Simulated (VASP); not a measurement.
# Se (Im-3m) in VASP: further runs, part 2 of 2

VASP 6.6.1. Earlier steps stand in the parts before.

## (3) Single point, PBEsol (17.68 Å³/atom)

This run uses another cell than the first one, of 17.68 Å³/atom.

INCAR reads:

```
PREC = Accurate ; ENCUT = 520
EDIFF = 1E-6 ; ISMEAR = 0
SIGMA = 0.05 ; LREAL = False
LASPH = True ; NELM = 100
ALGO = Normal ; ISIF = 2
LWAVE = False ; LCHARG = False
GGA = PS ; NBANDS = 9
```

KPOINTS reads:

```
Automatic mesh
0
Gamma
  20 20 20
```

POSCAR reads:

```
Se
1.0
   -1.6409902506      1.6409902506      1.6409902506
    1.6409902506     -1.6409902506      1.6409902506
    1.6409902506      1.6409902506     -1.6409902506
Se
1
Direct
    0.0000000000      0.0000000000      0.0000000000
```

Potentials or basis: VASP PAW PBE potentials, release 64 (Se).

Launch:

```console
$ cat potpaw_PBE.64/Se/POTCAR > POTCAR
$ mpirun -np 1 vasp_std > vasp.out
```

OUTCAR:

```text
PREC = Accurate
   ENCUT = 520
   EDIFF = 1E-6
   ISMEAR = 0
   LREAL = False
   LASPH = True
   NELM = 100
   ISIF = 2
   GGA = PS

 ion  position               nearest neighbor table
   1  0.000  0.000  0.000-

  LATTYP: Found a body centered cubic cell.
 ALAT       =     3.2819805012

  Lattice vectors:

 A1 = (  -1.6409902506,   1.6409902506,   1.6409902506)
 A2 = (   1.6409902506,  -1.6409902506,   1.6409902506)
 A3 = (   1.6409902506,   1.6409902506,  -1.6409902506)

Analysis of symmetry for initial positions (statically):
=====================================================================
 Subroutine PRICEL returns:
 Original cell was already a primitive cell.

 Routine SETGRP: Setting up the symmetry group for a
 body centered cubic supercell.

 Subroutine GETGRP returns: Found 48 space group operations
 (whereof 48 operations were pure point group operations)
 out of a pool of 48 trial point group operations.

The static configuration has the point symmetry O_h .

Analysis of symmetry for dynamics (positions and initial velocities):
=====================================================================
 Subroutine PRICEL returns:
 Original cell was already a primitive cell.

 Routine SETGRP: Setting up the symmetry group for a
 body centered cubic supercell.

 Subroutine GETGRP returns: Found 48 space group operations
 (whereof 48 operations were pure point group operations)
 out of a pool of 48 trial point group operations.

The dynamic configuration has the point symmetry O_h .

 Subroutine INISYM returns: Found 48 space group operations
 (whereof 48 operations are pure point group operations),
 and found     1 'primitive' translations

----------------------------------------------------------------------------------------

                                     Primitive cell

  volume of cell :      17.6758

  direct lattice vectors                    reciprocal lattice vectors
    -1.640990251  1.640990251  1.640990251     0.000000000  0.304694071  0.304694071
     1.640990251 -1.640990251  1.640990251     0.304694071  0.000000000  0.304694071
     1.640990251  1.640990251 -1.640990251     0.304694071  0.304694071  0.000000000

  length of vectors
     2.842278489  2.842278489  2.842278489     0.430902488  0.430902488  0.430902488

  position of ions in fractional coordinates (direct lattice)
     0.000000000  0.000000000  0.000000000

  ion indices of the primitive-cell ions
   primitive index   ion index
                 1           1

----------------------------------------------------------------------------------------

 KPOINTS: Automatic mesh

Automatic generation of k-mesh.
 Grid dimensions read from file:
 generate k-points for:   20   20   20

 Generating k-lattice:

  Cartesian coordinates                     Fractional coordinates (reciprocal lattice)
     0.000000000  0.015234704  0.015234704     0.050000000  0.000000000  0.000000000
     0.015234704  0.000000000  0.015234704     0.000000000  0.050000000  0.000000000
     0.015234704  0.015234704  0.000000000     0.000000000  0.000000000  0.050000000

  Length of vectors
     0.021545124  0.021545124  0.021545124

  Shift w.r.t. Gamma in fractional coordinates (k-lattice)
     0.000000000  0.000000000  0.000000000

 Subroutine IBZKPT returns following result:
 ===========================================

 Found    256 irreducible k-points:

 Following reciprocal coordinates:
            Coordinates               Weight
  0.000000  0.000000  0.000000      1.000000
  0.050000  0.000000  0.000000     12.000000
  0.100000  0.000000  0.000000     12.000000
  0.150000  0.000000  0.000000     12.000000
  0.200000  0.000000  0.000000     12.000000
  0.250000  0.000000  0.000000     12.000000
[... 16 lines left out ...]
  0.200000  0.100000 -0.000000     48.000000
  0.250000  0.100000  0.000000     48.000000
 [... further k-points ...]
   k-points           NKPTS =    256   k-points in BZ     NKDIM =    256   number of bands    NBANDS=      9
   number of dos      NEDOS =    301   number of ions     NIONS =      1
   total plane-waves  NPLWV =  13824
   dimension x,y,z NGX =    24 NGY =   24 NGZ =   24
   dimension x,y,z NGXF=    48 NGYF=   48 NGZF=   48
   ions per type =               1
   NGX,Y,Z   is equivalent  to a cutoff of  14.04, 14.04, 14.04 a.u.
   NGXF,Y,Z  is equivalent  to a cutoff of  28.08, 28.08, 28.08 a.u.
 SYSTEM =  unknown system
   PREC   = accura    normal or accurate (medium, high low for compatibility)
   ISTART =      0    job   : 0-new  1-cont  2-samecut
   ICHARG =      2    charge: 1-file 2-atom 10-const
   ISPIN  =      1    spin polarized calculation?
   LNONCOLLINEAR =      F non collinear calculations
   LSORBIT =      F    spin-orbit coupling
   LASPH  =      T    aspherical Exc in radial PAW
   ENCUT  =  520.0 eV  38.22 Ry    6.18 a.u.   5.28  5.28  5.28*2*pi/ulx,y,z
   NELM   =    100;   NELMIN=  2; NELMDL= -5     # of ELM steps
   EDIFF  = 0.1E-05   stopping-criterion for ELM
   LREAL  =      F    real-space projection
   EDIFFG = 0.1E-04   stopping-criterion for IOM
   NSW    =      0    number of steps for IOM
   IBRION =     -1    ionic relax: 0-MD 1-quasi-New 2-CG
   NFREE  =      0    steps in history (QN), initial steepest desc. (CG)
   ISIF   =      2    stress and relaxation
   ISYM   =      2    0-nonsym 1-usesym 2-fastsym
   POTIM  = 0.5000    time-step for ionic-motion
   TEBEG  =    0.0;   TEEND  =   0.0 temperature during run
   PSTRESS=    0.0 pullay stress
   NELECT =       6.0000    total number of electrons
   NUPDOWN=      -1.0000    fix difference up-down
   EMIN   =  10.00;   EMAX   =-10.00  energy-range for DOS
   EFERMI =   0.00;   METHOD = LEGACY
   ISMEAR =     0;   SIGMA  =   0.05  broadening in eV -4-tet -1-fermi 0-gaus
   EFERMI_NEDOS =   21; number of points for ismear=-14 and -15
   IALGO  =     38    algorithm
   IMIX   =      4    mixing-type and parameters
     AMIX     =   0.40;   BMIX     =  1.00
     AMIX_MAG =   1.60;   BMIX_MAG =  1.00
  volume/ion in A,a.u.               =      17.68       119.28
  Fermi-wavevector in a.u.,A,eV,Ry     =   1.142000  2.158066 17.744213  1.304163
  Thomas-Fermi vector in A             =   2.278698
   LORBIT       =      0    0 simple, 1 ext, 2 COOP (PROOUT), +10 PAW based schemes
   GGA     = PS    functional components
   LHFCALC =     F    Hartree Fock is set to
   AEXX    =    0.0000 exact exchange contribution
   IVDW    =     0    specifies the selected vdW correction
   LEPSILON=     F    determine dielectric tensor
   LRPA    =     F    only Hartree local field effects (RPA)
 non-spin polarized calculation
 Gauss-broadening in eV      SIGMA  =   0.05
  energy-cutoff  :      520.00
  volume of cell :       17.68
 maximum number of plane-waves:       490
 NGX is ok and might be reduce to    24
   NGX = 11   NGY = 11   NGZ = 11

 number of electron       5.9999999 magnetization

 Free energy of the ion-electron system (eV)
  ---------------------------------------------------
  ext. energy  EPLUGINS =         0.00000000
  ---------------------------------------------------
  free energy    TOTEN  =        -3.35136081 eV

  energy without entropy =       -3.35019713  energy(sigma->0) =       -3.35077897

 E-fermi :   7.2391     XC(G=0): -11.3632

 val. band max:        7.2300471979   @ k =   0.4000   0.0500   0.0000
 cond. band min:       7.2442445578   @ k =  -0.3500   0.3500   0.1000
 fundamental gap:      0.0141973599
 Fermi energy:         7.2390661202

 k-point     1 :       0.0000    0.0000    0.0000
  band No.  band energies     occupation
      1     -10.2821      2.00000
      2      10.9753      0.00000
      3      10.9753      0.00000
      4      10.9753      0.00000
      5      19.9462      0.00000
      6      19.9462      0.00000
      7      19.9462      0.00000
      8      20.2887      0.00000
      9      23.1115      0.00000

 k-point     2 :       0.0500    0.0000    0.0000
  band No.  band energies     occupation
      1     -10.2202      2.00000
      2      10.5669      0.00000
      3      10.8248      0.00000
      4      10.9469      0.00000
      5      19.6600      0.00000
      6      19.7612      0.00000
      7      20.2215      0.00000
      8      20.6321      0.00000
      9      22.3437      0.00000
[... 253 lines left out ...]
 k-point    24 :       0.2500    0.1000    0.0000
  band No.  band energies     occupation
      1      -7.9785      2.00000
      2       3.3555      2.00000
      3       7.4393      0.00000
      4       9.5818      0.00000
      5      16.0610      0.00000
      6      17.3355      0.00000
      7      21.3760      0.00000
      8      25.0936      0.00000
      9      25.4101      0.00000

 [... further k-points ...]
[... 5 lines left out ...]
  --------------------------------------------------------------------------------------
  -------------------------------------------------------------------------------------
  Total        1.0456304      1.0456304      1.0456304     -0.0000000     -0.0000000     -0.0000000
  in kB       94.7787051     94.7787051     94.7787051     -0.0000000     -0.0000000     -0.0000000
  external PRESSURE =      94.7787051 kB  Pullay stress =       0.0000000 kB

 VOLUME and BASIS-vectors are now :
 -----------------------------------------------------------------------------
  energy-cutoff  :      520.00
  volume of cell :       17.68
      direct lattice vectors                 reciprocal lattice vectors
    -1.640990251  1.640990251  1.640990251     0.000000000  0.304694071  0.304694071
     1.640990251 -1.640990251  1.640990251     0.304694071  0.000000000  0.304694071
     1.640990251  1.640990251 -1.640990251     0.304694071  0.304694071  0.000000000

 POSITION                                       TOTAL-FORCE (eV/Angst)
 -----------------------------------------------------------------------------------
      0.00000      0.00000      0.00000        -0.000000      0.000000     -0.000000
 -----------------------------------------------------------------------------------
    total drift:                                0.000000      0.000000     -0.000000

  FREE ENERGIE OF THE ION-ELECTRON SYSTEM (eV)
  ---------------------------------------------------
  free  energy   TOTEN  =        -3.3513608091 eV

  energy  without entropy=       -3.3501971321  energy(sigma->0) =       -3.35077897
```

OSZICAR:

```text
N       E                     dE             d eps       ncg     rms          rms(c)
DAV:   1     0.871414281037E+01    0.87141E+01   -0.30376E+03  4616   0.586E+02
DAV:   2    -0.309184289300E+01   -0.11806E+02   -0.11486E+02  6318   0.784E+01
DAV:   3    -0.335184600202E+01   -0.26000E+00   -0.25462E+00  5455   0.993E+00
DAV:   4    -0.335228493321E+01   -0.43893E-03   -0.43889E-03  6248   0.435E-01
DAV:   5    -0.335228513643E+01   -0.20322E-06   -0.20431E-06  5356   0.831E-03    0.425E+00
DAV:   6    -0.335150147324E+01    0.78366E-03   -0.12043E-03  5241   0.187E-01    0.253E+00
DAV:   7    -0.335136963599E+01    0.13184E-03   -0.21740E-03  4941   0.255E-01    0.509E-02
DAV:   8    -0.335136061755E+01    0.90184E-05   -0.65196E-05  5025   0.501E-02    0.728E-03
DAV:   9    -0.335136080909E+01   -0.19154E-06   -0.72788E-07  5074   0.651E-03
   1 F= -.33513608E+01 E0= -.33507790E+01  d E =-.116368E-02
```

It took 8.7 s on 1 thread of Intel Xeon 6975P-C (Granite Rapids), shared host; peak memory 0.17 GiB.

Results:

```
Free energy            : -3.3514 eV
Pressure               : 9.5 GPa
Band gap on the k mesh : zero (bands 3 and 4 overlap by 8.34 eV)
```

Caveat: the cell stands under pressure; the PAW data sets were made with another functional, which shifts forces and pressure a little.
